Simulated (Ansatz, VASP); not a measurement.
Br in VASP and in Ansatz

INCAR

```
SYSTEM = Br
PREC = Accurate
ENCUT = 500
EDIFF = 1E-6
ISMEAR = -1
SIGMA = 0.15
LREAL = .FALSE.
LASPH = .TRUE.
NELM = 200
ALGO = Normal
ISIF = 2
LWAVE = .FALSE.
LCHARG = .FALSE.
ISPIN = 2
MAGMOM = 0
LORBIT = 11
NBANDS = 14
GGA_COMPAT = .FALSE.
```

KPOINTS

```
Automatic mesh
0
G
  12 12 12
  0 0 0
```

POSCAR

```
Br
1.0
   -1.4234900000      1.4234900000      3.5775150000
    1.4234900000     -1.4234900000      3.5775150000
    1.4234900000      1.4234900000     -3.5775150000
Br
1
Direct
    0.0000000000      0.0000000000      0.0000000000
```

Input for Ansatz:

```yaml
crystal:
  lattice:
    a: 2.84698
    b: 2.84698
    c: 7.15503
    alpha: 90.0
    beta: 90.0
    gamma: 90.0
  space_group: 139
  setting:
    hermann_mauguin: I4/mmm
  atoms:
    - { symbol: Br, position: [0.0, 0.0, 0.0] }
  reduce_to_primitive: true
kpoints:
  mp_grid:
    grid: [12, 12, 12]
hamiltonian:
  xc: lda
magnetization:
  spin_polarized: true
scf:
  occupations:
    method: fermi_dirac
    width: 0.15
```

Alike in both runs: task single point; functional LDA; k mesh 12 × 12 × 12; occupations fermi-dirac, width 0.15 eV; collinear spin.

|  | VASP | Ansatz |
| --- | --- | --- |
| version | VASP 6.6.1 | Ansatz 0.2.0 |
| potentials or method | VASP PAW LDA potentials, release 64 (Br) | plane waves, PAW |
| plane-wave cutoff (eV) | 500 | 420 |
| valence electrons in the cell | 7 | 7 |

```tsv
	VASP	Ansatz	Ansatz less VASP
net moment per atom (μB)	0.00	0.00	0.000
```

LDA's correlation is that of Perdew and Zunger in VASP and of Perdew and Wang (1992) in Ansatz. Ansatz's warnings: no starting moments, stability check not made.
